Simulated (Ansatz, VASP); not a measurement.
## One calculation of GaP, two programs

```
Ga P
1.0
     0.00000    2.72540    2.70768
     2.72540    0.00000    2.70768
     2.72540    2.72540    0.00000
Ga P
1 1
Direct
  0.00000 0.00000 0.00000
  0.25000 0.25000 0.25000
```

Change from the starting cell: uniaxial_z strain -0.7%.

Alike in both runs: task single point; functional r2SCAN; k mesh 8 × 8 × 8; no spin polarisation.

|  | VASP | Ansatz |
| --- | --- | --- |
| version | VASP 6.6.1 | Ansatz 0.2.0 |
| potentials or method | VASP PAW PBE potentials, release 64 (Ga_d, P) | plane waves, PAW |
| plane-wave cutoff (eV) | 520 | 500 |
| occupations | gaussian, width 0.01 eV | fixed |
| valence electrons in the cell | 18 | 18 |

```csv
,VASP,Ansatz,Ansatz less VASP
gap on the k mesh at the Fermi level (eV),1.83,1.82,-0.008
pressure (GPa),0.5,0.6,+0.06
"traceless stress, the component that is largest in VASP (GPa)",0.34,0.35,+0.010
```

VASP's potentials were made for PBE, not for r2SCAN.
